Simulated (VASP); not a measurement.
Here is a VASP 6.6.1 calculation.

INCAR

```
SYSTEM = GaN
PREC = Accurate
ENCUT = 600
EDIFF = 1E-8
ISMEAR = 0
SIGMA = 0.01
LREAL = .False.
LASPH = .True.
NELM = 100
ALGO = Normal
ISIF = 3
LWAVE = .False.
LCHARG = .True.
GGA = PE
NBANDS = 16
IBRION = 6
NFREE = 2
POTIM = 0.015
NSW = 1
```

File KPOINTS:

```
regular mesh
0
Gamma
  7 7 7
  0 0 0
```

POSCAR

```
GaN
1.0
    0.0000000000      2.2535006075      2.2535006075
    2.2535006075      0.0000000000      2.2535006075
    2.2535006075      2.2535006075      0.0000000000
Ga N
1 1
Direct
    0.0000000000      0.0000000000      0.0000000000
    0.2500000000      0.2500000000      0.2500000000
```

Potentials or basis: VASP PAW PBE potentials, release 64 (Ga_d, N).

The run is started by

```sh
$ cat potpaw_PBE.64/Ga_d/POTCAR potpaw_PBE.64/N/POTCAR > POTCAR
$ mpirun -np 1 vasp_std > vasp.out
```

**Question.** Estimate the elastic constants C11, C12, C44.

**Answer.** 265, 146, 150 GPa.

**Question.** What does it give for the Voigt bulk modulus?

**Answer.** 185 GPa.

**Question.** What does it give for the highest phonon frequency at Γ, LO-TO splitting left out?

**Answer.** 534 cm⁻¹.

Elastic tensor in Voigt notation (GPa, in the Cartesian axes of the cell as first typed):
```
265 146 146   0   0   0
146 265 146   0   0   0
146 146 265   0   0   0
  0   0   0 150   0   0
  0   0   0   0 150   0
  0   0   0   0   0 150
```

Caveat: the cell is under stress, which shifts elastic constants.
